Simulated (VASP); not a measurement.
Wanted: the native input for a VASP 6.6.1 run.

* Task: single point
* Functional: PBEsol
* Potentials or basis: VASP PAW PBE potentials, release 64 (Si)
* Cutoff: 520 eV
* k mesh: 16 × 16 × 16
* Occupations: gaussian, width 0.05 eV
* Spin: no spin polarisation
* Dipole correction: no
* Further INCAR settings: ALGO = Normal; EDIFF = 1e-06; NBANDS = 11

The structure of Si lies in POSCAR:

```
Si
1.0
    0.0000000000      2.4796394118      2.4796394118
    2.4796394118      0.0000000000      2.4796394118
    2.4796394118      2.4796394118      0.0000000000
Si
2
Direct
    0.7500000000      0.7500000000      0.7500000000
    0.5000000000      0.5000000000      0.5000000000
```

One way to write it, as run:

INCAR

```
SYSTEM = Si
  ALGO = Normal
  EDIFF = 1E-6
  ENCUT = 520
  GGA = PS
  ISIF = 2
  ISMEAR = 0
  LASPH = .True.
  LCHARG = .False.
  LREAL = .False.
  LWAVE = .False.
  NBANDS = 11
  NELM = 60
  PREC = Accurate
  SIGMA = 0.05
```

KPOINTS

```
k-points
0
Gamma
  16 16 16
  0 0 0
```

Potentials or basis: VASP PAW PBE potentials, release 64 (Si).

Run with:

```console
$ cat potpaw_PBE.64/Si/POTCAR > POTCAR
$ mpirun -np 1 vasp_std > vasp.out
```

Results of the run:

```json
{"Pressure": "45.1 GPa", "Band gap on the k mesh": "zero (bands 4 and 5 overlap by 0.16 eV)"}
```

Caveat: the cell stands under pressure; semilocal functionals underestimate gaps, so a narrow gap can read as zero; the PAW data sets were made with another functional, which shifts forces and pressure a little.

Run time: 21 s on 1 thread of Intel(R) Xeon(R) Platinum 8488C (Sapphire Rapids), with other jobs on the host, peak memory 0.17 GiB.
